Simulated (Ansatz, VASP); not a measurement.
## FeGe: VASP beside Ansatz

```
Fe Ge
1.0
     4.74603    0.00000    0.00000
     0.00000    4.74603    0.00000
     0.00000    0.00000    4.74603
Fe Ge
4 4
Direct
  0.12662 0.12662 0.12662
  0.37338 0.87338 0.62662
  0.62662 0.37338 0.87338
  0.87338 0.62662 0.37338
  0.83535 0.83535 0.83535
  0.66465 0.16465 0.33535
  0.33535 0.66465 0.16465
  0.16465 0.33535 0.66465
```

Alike in both runs: functional PBEsol; k mesh 10 × 10 × 10; occupations gaussian, width 0.03 eV; no spin polarisation.

Ansatz relaxed the structure, and its values are those at the end. VASP's run is a single point on that final structure, the one shown.

|  | VASP | Ansatz |
| --- | --- | --- |
| version | VASP 6.6.1 | Ansatz 0.2.0 |
| potentials or method | VASP PAW PBE potentials, release 64 (Fe, Ge_d), cutoff 600 eV | scalar-relativistic, plane waves, PAW |
| valence electrons in the cell | 88 | 120 |

```csv
,VASP,Ansatz,Ansatz less VASP
gap on the k mesh at the Fermi level (eV),0.09,0.10,+0.006
least direct gap on the mesh (eV),0.12,0.13,+0.005
pressure (GPa),-15.6,-15.8,-0.22
rms of the force components (eV/Å),0.008,0.003,-0.0043
```

VASP's potentials were made for PBE, not for PBEsol. With one functional, cell and mesh, what is left measures potentials, basis and numerics. VASP's potentials hold 88 valence electrons a cell and Ansatz's 120, so a difference there can come from the potentials and not from the codes. Ansatz's warnings: stress scf threshold loose.
